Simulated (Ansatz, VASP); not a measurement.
Two plane-wave programs on SnSe2

```
CELL_PARAMETERS angstrom
3.87175 0.00000 0.00000
-1.93587 3.35303 0.00000
0.00000 0.00000 6.98808
ATOMIC_POSITIONS crystal
Sn 0.00000 0.00000 0.00000
Se 0.33333 0.66667 0.22815
Se 0.66667 0.33333 0.77185
```

Alike in both runs: task single point; functional r2SCAN; k mesh 12 × 12 × 4; occupations gaussian, width 0.02 eV; no spin polarisation.

|  | VASP | Ansatz |
| --- | --- | --- |
| version | VASP 6.6.1 | Ansatz 0.2.0 |
| potentials or method | VASP PAW PBE potentials, release 64 (Sn_d, Se), cutoff 520 eV | scalar-relativistic, plane waves, PAW |
| valence electrons in the cell | 26 | 46 |

|  | VASP | Ansatz | Ansatz less VASP |
| --- | --- | --- | --- |
| gap on the k mesh at the Fermi level (eV) | 0.98 | 0.97 | -0.003 |
| least direct gap on the mesh (eV) | 1.36 | 1.36 | -0.002 |
| pressure (GPa) | -1.8 | -1.8 | -0.03 |
| traceless stress, the component that is largest in VASP (GPa) | -0.19 | -0.19 | +0.006 |
| rms of the force components (eV/Å) | 0.121 | 0.126 | +0.0049 |

VASP's potentials were made for PBE, not for r2SCAN. Atom by atom the forces differ by 0.005 eV/Å (rms over components). VASP's potentials hold 26 valence electrons a cell and Ansatz's 46, so a difference there can come from the potentials and not from the codes.
